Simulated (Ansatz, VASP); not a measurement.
# Two plane-wave programs on NaCdI3

```xyz
5
Lattice="5.9022 0.0000 0.0000 0.0000 5.9022 0.0000 0.0000 0.0000 5.9022" Properties=species:S:1:pos:R:3 pbc="T T T"
Na    0.0000    0.0000    0.0000
Cd    2.9511    2.9511    2.9511
I     2.9511    2.9511    0.0000
I     2.9511    0.0000    2.9511
I     0.0000    2.9511    2.9511
```

Alike in both runs: task single point; functional PBE; k mesh 4 × 4 × 4; occupations fermi-dirac, width 0.02 eV; no spin polarisation.

|  | VASP | Ansatz |
| --- | --- | --- |
| version | VASP 6.6.1 | Ansatz 0.2.0 |
| potentials or method | VASP PAW PBE potentials, release 64 (Na_pv, Cd, I) | plane waves, PAW |
| plane-wave cutoff (eV) | 520 | 420 |
| valence electrons in the cell | 40 | 80 |

Ansatz gave:

* pressure (GPa): 0.6

Task: Estimate VASP's values.

Result: Pressure (GPa): 0.7.

VASP's potentials hold 40 valence electrons a cell and Ansatz's 80, so a difference there can come from the potentials and not from the codes.

Neither program's run includes spin-orbit coupling.
